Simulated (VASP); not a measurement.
# CdO2 (Pa-3) in VASP: a series of runs

The runs below take CdO2 through single point, with r2SCAN.

All numbers are computed with VASP 6.6.1; they aren't measurements. Logs are shortened: lines on timing, memory, paths and dates and some standing lists are left out, and cuts for length are marked.

### 1 The cell of the first run

It takes space group Pa-3 (No. 205, cubic). Conventional cell: a = 5.405 Å, b = 5.405 Å, c = 5.405 Å, α = 90.00°, β = 90.00°, γ = 90.00°. Cd (site symmetry -3) has 12 O at 2.35 to 3.20 Å within 3.2 Å. O (site symmetry 3) has 1 O at 1.50 Å within 2.0 Å.

### 2 Single point, r2SCAN

Input file POSCAR:

```
CdO2
1.0
    5.4047170000      0.0000000000      0.0000000000
    0.0000000000      5.4047170000      0.0000000000
    0.0000000000      0.0000000000      5.4047170000
Cd O
4 8
Direct
    0.5000000000      0.0000000000      0.0000000000
    0.0000000000      0.0000000000      0.5000000000
    0.0000000000      0.5000000000      0.0000000000
    0.5000000000      0.5000000000      0.5000000000
    0.0803240000      0.4196760000      0.5803240000
    0.4196760000      0.5803240000      0.0803240000
    0.5803240000      0.0803240000      0.4196760000
    0.9196760000      0.9196760000      0.9196760000
    0.0803240000      0.0803240000      0.0803240000
    0.4196760000      0.9196760000      0.5803240000
    0.5803240000      0.4196760000      0.9196760000
    0.9196760000      0.5803240000      0.4196760000
```

Input file INCAR.step1:

```
SYSTEM = CdO2
  ALGO = Normal
  EDIFF = 1E-5
  ENCUT = 660
  GGA = PE
  GGA_COMPAT = .False.
  ISMEAR = 0
  LASPH = .True.
  LCHARG = .False.
  LREAL = .False.
  LWAVE = .True.
  NBANDS = 76
  NELM = 120
  PREC = Accurate
  SIGMA = 0.1
```

Input file INCAR.step2:

```
SYSTEM = CdO2
  ALGO = Normal
  EDIFF = 1E-6
  ENCUT = 660
  GGA_COMPAT = .False.
  ISIF = 2
  ISMEAR = 0
  ISTART = 1
  LASPH = .True.
  LCHARG = .False.
  LMIXTAU = .True.
  LREAL = .False.
  LWAVE = .False.
  METAGGA = R2SCAN
  NBANDS = 76
  NELM = 120
  PREC = Accurate
  SIGMA = 0.1
```

Input file KPOINTS:

```
k-points
0
Gamma
  4 4 4
  0 0 0
```

Potentials or basis: VASP PAW PBE potentials, release 64 (Cd_sv_GW, O).

The run is started by

```
$ cat potpaw_PBE.64/Cd_sv_GW/POTCAR potpaw_PBE.64/O/POTCAR > POTCAR
$ cp INCAR.step1 INCAR
$ mpirun -np 1 vasp_std > vasp.out
$ cp INCAR.step2 INCAR
$ mpirun -np 1 vasp_std > vasp.out
```

OUTCAR:

```text
SYSTEM = CdO2
   EDIFF = 1E-6
   ENCUT = 660
   ISIF = 2
   ISMEAR = 0
   ISTART = 1
   LASPH = .True.
   LREAL = .False.
   METAGGA = R2SCAN
   NELM = 120
   PREC = Accurate

 ion  position               nearest neighbor table
   1  0.500  0.000  0.000-
   2  0.000  0.000  0.500-
   3  0.000  0.500  0.000-
   4  0.500  0.500  0.500-
   5  0.080  0.420  0.580-  12 1.50
   6  0.420  0.580  0.080-  11 1.50
   7  0.580  0.080  0.420-  10 1.50
   8  0.920  0.920  0.920-   9 1.50
   9  0.080  0.080  0.080-   8 1.50
  10  0.420  0.920  0.580-   7 1.50
  11  0.580  0.420  0.920-   6 1.50
  12  0.920  0.580  0.420-   5 1.50

  LATTYP: Found a simple cubic cell.
 ALAT       =     5.4047170000

  Lattice vectors:

 A1 = (   5.4047170000,   0.0000000000,   0.0000000000)
 A2 = (   0.0000000000,   5.4047170000,   0.0000000000)
 A3 = (   0.0000000000,   0.0000000000,   5.4047170000)

Analysis of symmetry for initial positions (statically):
=====================================================================
 Subroutine PRICEL returns:
 Original cell was already a primitive cell.

 Routine SETGRP: Setting up the symmetry group for a
 simple cubic supercell.

 Subroutine GETGRP returns: Found 24 space group operations
 (whereof  6 operations were pure point group operations)
 out of a pool of 48 trial point group operations.

The static configuration has the point symmetry S_6 .
 The point group associated with its full space group is T_h .

Analysis of symmetry for dynamics (positions and initial velocities):
=====================================================================
 Subroutine PRICEL returns:
 Original cell was already a primitive cell.

 Routine SETGRP: Setting up the symmetry group for a
 simple cubic supercell.

 Subroutine GETGRP returns: Found 24 space group operations
 (whereof  6 operations were pure point group operations)
 out of a pool of 48 trial point group operations.

The dynamic configuration has the point symmetry S_6 .
 The point group associated with its full space group is T_h .

 Subroutine INISYM returns: Found 24 space group operations
 (whereof  6 operations are pure point group operations),
 and found     1 'primitive' translations

----------------------------------------------------------------------------------------

                                     Primitive cell

  volume of cell :     157.8770

  direct lattice vectors                    reciprocal lattice vectors
     5.404717000  0.000000000  0.000000000     0.185023564  0.000000000  0.000000000
     0.000000000  5.404717000  0.000000000     0.000000000  0.185023564  0.000000000
     0.000000000  0.000000000  5.404717000     0.000000000  0.000000000  0.185023564

  length of vectors
     5.404717000  5.404717000  5.404717000     0.185023564  0.185023564  0.185023564

  position of ions in fractional coordinates (direct lattice)
     0.500000000  0.000000000  0.000000000
     0.000000000  0.000000000  0.500000000
     0.000000000  0.500000000  0.000000000
     0.500000000  0.500000000  0.500000000
     0.080324000  0.419676000  0.580324000
     0.419676000  0.580324000  0.080324000
     0.580324000  0.080324000  0.419676000
     0.919676000  0.919676000  0.919676000
     0.080324000  0.080324000  0.080324000
     0.419676000  0.919676000  0.580324000
     0.580324000  0.419676000  0.919676000
     0.919676000  0.580324000  0.419676000

  ion indices of the primitive-cell ions
   primitive index   ion index
                 1           1
                 2           2
                 3           3
                 4           4
                 5           5
                 6           6
                 7           7
                 8           8
                 9           9
                10          10
                11          11
                12          12

----------------------------------------------------------------------------------------

 KPOINTS: k-points

Automatic generation of k-mesh.
 Grid dimensions read from file:
 generate k-points for:    4    4    4

 Generating k-lattice:

  Cartesian coordinates                     Fractional coordinates (reciprocal lattice)
     0.046255891  0.000000000  0.000000000     0.250000000  0.000000000  0.000000000
     0.000000000  0.046255891  0.000000000     0.000000000  0.250000000  0.000000000
     0.000000000  0.000000000  0.046255891     0.000000000  0.000000000  0.250000000

  Length of vectors
     0.046255891  0.046255891  0.046255891

  Shift w.r.t. Gamma in fractional coordinates (k-lattice)
     0.000000000  0.000000000  0.000000000

 Subroutine IBZKPT returns following result:
 ===========================================

 Found     11 irreducible k-points:

 Following reciprocal coordinates:
            Coordinates               Weight
  0.000000  0.000000  0.000000      1.000000
  0.250000  0.000000  0.000000      6.000000
  0.500000  0.000000  0.000000      3.000000
  0.250000  0.250000  0.000000     12.000000
  0.500000  0.250000  0.000000      6.000000
 -0.250000  0.500000  0.000000      6.000000
  0.500000  0.500000  0.000000      3.000000
  0.250000  0.250000  0.250000      8.000000
  0.500000  0.250000  0.250000     12.000000
  0.500000  0.500000  0.250000      6.000000
  0.500000  0.500000  0.500000      1.000000
   k-points           NKPTS =     11   k-points in BZ     NKDIM =     11   number of bands    NBANDS=     76
   number of dos      NEDOS =    301   number of ions     NIONS =     12
   total plane-waves  NPLWV = 110592
   dimension x,y,z NGX =    48 NGY =   48 NGZ =   48
   dimension x,y,z NGXF=    96 NGYF=   96 NGZF=   96
   ions per type =               4   8
   NGX,Y,Z   is equivalent  to a cutoff of  14.76, 14.76, 14.76 a.u.
   NGXF,Y,Z  is equivalent  to a cutoff of  29.53, 29.53, 29.53 a.u.
 SYSTEM =  CdO2
   PREC   = accura    normal or accurate (medium, high low for compatibility)
   ISTART =      1    job   : 0-new  1-cont  2-samecut
   ICHARG =      0    charge: 1-file 2-atom 10-const
   ISPIN  =      1    spin polarized calculation?
   LNONCOLLINEAR =      F non collinear calculations
   LSORBIT =      F    spin-orbit coupling
   LASPH  =      T    aspherical Exc in radial PAW
   ENCUT  =  660.0 eV  48.51 Ry    6.96 a.u.  11.32 11.32 11.32*2*pi/ulx,y,z
   NELM   =    120;   NELMIN=  2; NELMDL=  0     # of ELM steps
   EDIFF  = 0.1E-05   stopping-criterion for ELM
   LREAL  =      F    real-space projection
   EDIFFG = 0.1E-04   stopping-criterion for IOM
   NSW    =      0    number of steps for IOM
   IBRION =     -1    ionic relax: 0-MD 1-quasi-New 2-CG
   NFREE  =      0    steps in history (QN), initial steepest desc. (CG)
   ISIF   =      2    stress and relaxation
   ISYM   =      2    0-nonsym 1-usesym 2-fastsym
   POTIM  = 0.5000    time-step for ionic-motion
   TEBEG  =    0.0;   TEEND  =   0.0 temperature during run
   PSTRESS=    0.0 pullay stress
   NELECT =     128.0000    total number of electrons
   NUPDOWN=      -1.0000    fix difference up-down
   EMIN   =  10.00;   EMAX   =-10.00  energy-range for DOS
   EFERMI =   0.00;   METHOD = LEGACY
   ISMEAR =     0;   SIGMA  =   0.10  broadening in eV -4-tet -1-fermi 0-gaus
   EFERMI_NEDOS =   21; number of points for ismear=-14 and -15
   IALGO  =     38    algorithm
   IMIX   =      4    mixing-type and parameters
     AMIX     =   0.40;   BMIX     =  1.00
     AMIX_MAG =   1.60;   BMIX_MAG =  1.00
  volume/ion in A,a.u.               =      13.16        88.78
  Fermi-wavevector in a.u.,A,eV,Ry     =   1.526529  2.884722 31.705551  2.330292
  Thomas-Fermi vector in A             =   2.634550
   LORBIT       =      0    0 simple, 1 ext, 2 COOP (PROOUT), +10 PAW based schemes
   METAGGA = R2SCAN    functional components
   LHFCALC =     F    Hartree Fock is set to
   AEXX    =    0.0000 exact exchange contribution
   IVDW    =     0    specifies the selected vdW correction
   LEPSILON=     F    determine dielectric tensor
   LRPA    =     F    only Hartree local field effects (RPA)
 non-spin polarized calculation
 Gauss-broadening in eV      SIGMA  =   0.10
  energy-cutoff  :      660.00
  volume of cell :      157.88
 maximum number of plane-waves:      6094
 NGX is ok and might be reduce to    48
   NGX = 23   NGY = 23   NGZ = 23

 number of electron     127.9999950 magnetization

 Free energy of the ion-electron system (eV)
  ---------------------------------------------------
  ext. energy  EPLUGINS =         0.00000000
  ---------------------------------------------------
  free energy    TOTEN  =      -136.57360056 eV

  energy without entropy =     -136.57360056  energy(sigma->0) =     -136.57360056

 E-fermi :   4.1882     XC(G=0): -11.3997

 val. band max:        3.4488885298   @ k =   0.0000   0.0000   0.0000
 cond. band min:       5.2425210889   @ k =   0.2500   0.0000   0.0000
 fundamental gap:      1.7936325591
 Fermi energy:         4.1882046259

 k-point     1 :       0.0000    0.0000    0.0000
  band No.  band energies     occupation
      1    -100.4264      2.00000
      2    -100.4263      2.00000
      3    -100.4263      2.00000
      4    -100.4263      2.00000
      5     -60.6147      2.00000
      6     -60.6147      2.00000
[... 68 lines left out ...]
     75      12.3028      0.00000
     76      13.9325      0.00000

 k-point     2 :       0.2500    0.0000    0.0000
  band No.  band energies     occupation
      1    -100.4264      2.00000
      2    -100.4263      2.00000
      3    -100.4263      2.00000
      4    -100.4263      2.00000
      5     -60.6146      2.00000
      6     -60.6146      2.00000
[... 703 lines left out ...]
 k-point    11 :       0.5000    0.5000    0.5000
  band No.  band energies     occupation
      1    -100.4263      2.00000
      2    -100.4263      2.00000
      3    -100.4263      2.00000
      4    -100.4263      2.00000
      5     -60.6148      2.00000
      6     -60.6148      2.00000
[... 68 lines left out ...]
     75       9.5244      0.00000
     76       9.5244      0.00000

------------------------ aborting loop because EDIFF is reached ----------------------------------------

  FORCE on cell =-STRESS in cart. coord.  units (eV):
  Direction    XX          YY          ZZ          XY          YZ          ZX
  --------------------------------------------------------------------------------------
  -------------------------------------------------------------------------------------
  Total       -5.8493254     -5.8493254     -5.8493254     -0.0000000     -0.0000000      0.0000000
  in kB      -59.3604920    -59.3604920    -59.3604920     -0.0000000     -0.0000000      0.0000000
  external PRESSURE =     -59.3604920 kB  Pullay stress =       0.0000000 kB

 VOLUME and BASIS-vectors are now :
 -----------------------------------------------------------------------------
  energy-cutoff  :      660.00
  volume of cell :      157.88
      direct lattice vectors                 reciprocal lattice vectors
     5.404717000  0.000000000  0.000000000     0.185023564  0.000000000  0.000000000
     0.000000000  5.404717000  0.000000000     0.000000000  0.185023564  0.000000000
     0.000000000  0.000000000  5.404717000     0.000000000  0.000000000  0.185023564

 POSITION                                       TOTAL-FORCE (eV/Angst)
 -----------------------------------------------------------------------------------
      2.70236      0.00000      0.00000        -0.000000     -0.000000     -0.000000
      0.00000      0.00000      2.70236        -0.000000     -0.000000     -0.000000
      0.00000      2.70236      0.00000        -0.000000     -0.000000     -0.000000
      2.70236      2.70236      2.70236        -0.000000     -0.000000     -0.000000
      0.43413      2.26823      3.13649         0.016804     -0.016804      0.016804
      2.26823      3.13649      0.43413        -0.016804      0.016804      0.016804
      3.13649      0.43413      2.26823         0.016804      0.016804     -0.016804
      4.97059      4.97059      4.97059        -0.016804     -0.016804     -0.016804
      0.43413      0.43413      0.43413         0.016804      0.016804      0.016804
      2.26823      4.97059      3.13649        -0.016804     -0.016804      0.016804
      3.13649      2.26823      4.97059         0.016804     -0.016804     -0.016804
      4.97059      3.13649      2.26823        -0.016804      0.016804     -0.016804
 -----------------------------------------------------------------------------------
    total drift:                                0.000000      0.000000      0.000000

  FREE ENERGIE OF THE ION-ELECTRON SYSTEM (eV)
  ---------------------------------------------------
  free  energy   TOTEN  =      -136.5736005632 eV

  energy  without entropy=     -136.5736005632  energy(sigma->0) =     -136.57360056
```

Wall time 6.8 min (1 thread of Intel Xeon 6975P-C (Granite Rapids), shared host); peak memory 0.45 GiB.

What came out:

| Item | Value |
| --- | --- |
| Free energy | -136.5736 eV |
| Pressure | -5.9 GPa |
| Largest force | 0.029 eV/Å |
| Band gap on the k mesh | 1.79 eV (least direct gap 1.82 eV) |

Forces on the atoms (eV/Å):
```
Cd   0.000  0.000  0.000
Cd   0.000  0.000  0.000
Cd   0.000  0.000  0.000
Cd   0.000  0.000  0.000
O    0.017 -0.017  0.017
O   -0.017  0.017  0.017
O    0.017  0.017 -0.017
O   -0.017 -0.017 -0.017
O    0.017  0.017  0.017
O   -0.017 -0.017  0.017
O    0.017 -0.017 -0.017
O   -0.017  0.017 -0.017
```

Caveat: the cell stands under tension; the PAW data sets were made with another functional, which shifts forces and pressure a little. A k mesh can miss the band edges.

### 3 Single point, r2SCAN

This run uses another cell than the first one, of 12.50 Å³/atom.

Input file POSCAR:

```
CdO2
1.0
    5.3132830338      0.0000000000      0.0000000000
    0.0000000000      5.3132830338      0.0000000000
    0.0000000000      0.0000000000      5.3132830338
Cd O
4 8
Direct
    0.5000000000      0.0000000000      0.0000000000
    0.0000000000      0.0000000000      0.5000000000
    0.0000000000      0.5000000000      0.0000000000
    0.5000000000      0.5000000000      0.5000000000
    0.0807323430      0.4192676570      0.5807323430
    0.4192676570      0.5807323430      0.0807323430
    0.5807323430      0.0807323430      0.4192676570
    0.9192676570      0.9192676570      0.9192676570
    0.0807323430      0.0807323430      0.0807323430
    0.4192676570      0.9192676570      0.5807323430
    0.5807323430      0.4192676570      0.9192676570
    0.9192676570      0.5807323430      0.4192676570
```

Input file INCAR.step1:

```
SYSTEM = CdO2
ALGO = Normal
EDIFF = 1E-5
ENCUT = 660
GGA = PE
GGA_COMPAT = .False.
ISMEAR = 0
LASPH = .True.
LCHARG = .False.
LREAL = .False.
LWAVE = .True.
NBANDS = 76
NELM = 120
PREC = Accurate
SIGMA = 0.02
```

Input file INCAR.step2:

```
SYSTEM = CdO2
ALGO = Normal
EDIFF = 1E-6
ENCUT = 660
GGA_COMPAT = .False.
ISIF = 2
ISMEAR = 0
ISTART = 1
LASPH = .True.
LCHARG = .False.
LMIXTAU = .True.
LREAL = .False.
LWAVE = .False.
METAGGA = R2SCAN
NBANDS = 76
NELM = 120
PREC = Accurate
SIGMA = 0.02
```

Input file KPOINTS:

```
k-points
0
Gamma
  6 6 6
  0 0 0
```

Potentials or basis: VASP PAW PBE potentials, release 64 (Cd_sv_GW, O).

The run is started by

```
$ cat potpaw_PBE.64/Cd_sv_GW/POTCAR potpaw_PBE.64/O/POTCAR > POTCAR
$ cp INCAR.step1 INCAR
$ mpirun -np 1 vasp_std > vasp.out
$ cp INCAR.step2 INCAR
$ mpirun -np 1 vasp_std > vasp.out
```

OUTCAR:

```text
SYSTEM = CdO2
   EDIFF = 1E-6
   ENCUT = 660
   ISIF = 2
   ISMEAR = 0
   ISTART = 1
   LASPH = .True.
   LREAL = .False.
   METAGGA = R2SCAN
   NELM = 120
   PREC = Accurate

 ion  position               nearest neighbor table
   1  0.500  0.000  0.000-   6 2.31   7 2.31   8 2.31   9 2.31  10 2.31  11 2.31
   2  0.000  0.000  0.500-   5 2.31   7 2.31   8 2.31   9 2.31  10 2.31  12 2.31
   3  0.000  0.500  0.000-   5 2.31   6 2.31   8 2.31   9 2.31  11 2.31  12 2.31
   4  0.500  0.500  0.500-   5 2.31   6 2.31   7 2.31  10 2.31  11 2.31  12 2.31
[... 2126 lines left out ...]

 VOLUME and BASIS-vectors are now :
 -----------------------------------------------------------------------------
  energy-cutoff  :      660.00
  volume of cell :      150.00
      direct lattice vectors                 reciprocal lattice vectors
     5.313283034  0.000000000  0.000000000     0.188207553  0.000000000  0.000000000
     0.000000000  5.313283034  0.000000000     0.000000000  0.188207553  0.000000000
     0.000000000  0.000000000  5.313283034     0.000000000  0.000000000  0.188207553

 POSITION                                       TOTAL-FORCE (eV/Angst)
 -----------------------------------------------------------------------------------
      2.65664      0.00000      0.00000        -0.000000     -0.000000      0.000000
      0.00000      0.00000      2.65664        -0.000000     -0.000000      0.000000
      0.00000      2.65664      0.00000        -0.000000     -0.000000      0.000000
      2.65664      2.65664      2.65664        -0.000000     -0.000000      0.000000
      0.42895      2.22769      3.08560         0.139025     -0.139025      0.139025
      2.22769      3.08560      0.42895        -0.139025      0.139025      0.139025
      3.08560      0.42895      2.22769         0.139025      0.139025     -0.139025
      4.88433      4.88433      4.88433        -0.139025     -0.139025     -0.139025
      0.42895      0.42895      0.42895         0.139025      0.139025      0.139025
      2.22769      4.88433      3.08560        -0.139025     -0.139025      0.139025
      3.08560      2.22769      4.88433         0.139025     -0.139025     -0.139025
      4.88433      3.08560      2.22769        -0.139025      0.139025     -0.139025
 -----------------------------------------------------------------------------------
    total drift:                                0.000000      0.000000      0.000000

  FREE ENERGIE OF THE ION-ELECTRON SYSTEM (eV)
  ---------------------------------------------------
  free  energy   TOTEN  =      -136.7113016468 eV

  energy  without entropy=     -136.7113016468  energy(sigma->0) =     -136.71130165
```

Wall time 13 min (1 thread of Intel Xeon 6975P-C (Granite Rapids), shared host); peak memory 0.56 GiB.

Results:

```yaml
Free_energy: -136.7113 eV
Pressure: 0.0 GPa
Largest_force: 0.241 eV/Å
Band_gap_on_the_k_mesh: 1.92 eV (least direct gap 1.96 eV)
```

Forces in eV/Å, atoms in the order of the input:
```
Cd   0.000  0.000  0.000
Cd   0.000  0.000  0.000
Cd   0.000  0.000  0.000
Cd   0.000  0.000  0.000
O    0.139 -0.139  0.139
O   -0.139  0.139  0.139
O    0.139  0.139 -0.139
O   -0.139 -0.139 -0.139
O    0.139  0.139  0.139
O   -0.139 -0.139  0.139
O    0.139 -0.139 -0.139
O   -0.139  0.139 -0.139
```

Levels at points of the mesh, in eV from the valence-band top:
| k point | band 60 | band 61 | band 62 | band 63 | band 64 | band 65 | band 66 | band 67 | band 68 | band 69 |
| --- | --- | --- | --- | --- | --- | --- | --- | --- | --- | --- |
| (0.00, 0.00, 0.00) | -0.19 | -0.19 | -0.19 | 0.00 | 0.00 | 2.01 | 3.62 | 3.62 | 3.62 | 4.16 |
| (0.50, 0.00, 0.00) | -1.64 | -1.10 | -1.10 | -0.18 | -0.18 | 2.46 | 2.46 | 3.80 | 3.80 | 5.23 |
| (0.50, 0.50, 0.00) | -1.57 | -1.18 | -1.18 | -1.18 | -1.18 | 3.15 | 3.15 | 3.15 | 3.15 | 5.94 |
| (0.50, 0.50, 0.50) | -1.85 | -1.68 | -1.68 | -1.68 | -1.68 | 3.77 | 3.77 | 3.77 | 3.77 | 6.18 |

Caveat: the PAW data sets were made with another functional, which shifts forces and pressure a little. A k mesh can miss the band edges.
